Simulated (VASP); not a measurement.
The system is CaO (rock salt type).

```
Ca O
1.0
     0.00000    2.41500    2.41500
     2.41500    0.00000    2.41500
     2.41500    2.41500    0.00000
Ca O
1 1
Direct
  0.00000 0.00000 0.00000
  0.50000 0.50000 0.50000
```

Base run:

| Quantity | Value |
| --- | --- |
| Program | VASP 6.6.1 |
| Functional | r2SCAN |
| Potentials or basis | VASP PAW PBE potentials, release 64 (Ca_sv, O) |
| Cutoff | 520 eV |
| k mesh | 6 × 6 × 6 |
| Occupations | fermi-dirac, width 0.02 eV |
| Spin | no spin polarisation |

Its results: band gap on the k mesh 4.19 eV (least direct gap 4.57 eV); pressure -1.5 GPa.

Problem. The run is repeated on the same cell with these changes: functional from r2SCAN to PBE; further incar settings from ALGO = Normal; EDIFF = 1e-06; NBANDS = 15 to ALGO = Normal; EDIFF = 1e-07; NBANDS = 15. What comes out?

Solution. Band gap on the k mesh 3.64 eV (least direct gap 4.02 eV); pressure 0.6 GPa.

Caveats: the PAW data sets were made with another functional, which shifts forces and pressure a little (at least some runs).

A k mesh can miss the band edges.
